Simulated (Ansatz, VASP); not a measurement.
## Two plane-wave programs on Sn2Ge

INCAR

```
SYSTEM = Sn2Ge
  PREC = Accurate
  ENCUT = 600
  EDIFF = 1E-7
  ISMEAR = 0
  SIGMA = 0.1
  LREAL = .FALSE.
  LASPH = .TRUE.
  NELM = 60
  ALGO = Fast
  ISIF = 3
  LWAVE = .FALSE.
  LCHARG = .FALSE.
  GGA = PE
  IBRION = 2
  NSW = 90
  EDIFFG = -0.04
```

The input KPOINTS:

```
regular mesh
0
G
  6 6 6
  0 0 0
```

Contents of POSCAR:

```
Sn2Ge
1.0
    0.0000000000      2.5115668900      6.7117850100
    2.2372616700      0.0000000000      6.7117850100
    2.2372616700      2.5115668900      0.0000000000
Sn Ge
2 1
Direct
    0.8333333300      0.8333333300      0.1666666700
    0.1666666700      0.1666666700      0.8333333300
    0.5000000000      0.5000000000      0.5000000000
```

Input for Ansatz:

```yaml
crystal:
  lattice:
    - [0.0, 2.51156689, 6.71178501]
    - [2.23726167, 0.0, 6.71178501]
    - [2.23726167, 2.51156689, 0.0]
  atoms:
    - { symbol: Sn, position: [0.83333333, 0.83333333, 0.16666667] }
    - { symbol: Sn, position: [0.16666667, 0.16666667, 0.83333333] }
    - { symbol: Ge, position: [0.5, 0.5, 0.5] }
basis:
  ecutwfc: 420
kpoints:
  mp_grid: { grid: [6, 6, 6] }
hamiltonian:
  xc: pbe
scf:
  occupations: { method: gaussian, width: 0.1 }
  lower_state_search: "off"
output:
  forces: true
  stress: true
  eigenvalues: true
relax:
  adjacent_minimum: "off"
  f_tol: 0.04
  max_steps: 70
  cell: { stress_tol: 0.4 }
```

Alike in both runs: task relaxation of cell and atoms; functional PBE; k mesh 6 × 6 × 6; occupations gaussian, width 0.1 eV; no spin polarisation.

|  | VASP | Ansatz |
| --- | --- | --- |
| version | VASP 6.6.1 | Ansatz 0.2.0 |
| potentials or method | VASP PAW PBE potentials, release 64 (Sn_d, Ge_d), cutoff 600 eV | scalar-relativistic, plane waves, PAW |
| valence electrons in the cell | 42 | 42 |

Ansatz gave:

- gap on the k mesh at the Fermi level, each at its own relaxed structure (eV): none
- relaxed volume (Å³/atom): 25.08
- relaxed cell length with the largest relative difference (Å): 6.863

Question: Which values does VASP return?

Answer: gap on the k mesh at the Fermi level, each at its own relaxed structure (eV): none; relaxed volume (Å³/atom): 25.12; relaxed cell length with the largest relative difference (Å): 6.892.

A gap of «none» marks a metal or a gap that the smearing closes.

Noted on VASP's run: too few bands were computed for a metal, which touches its energy and stress.
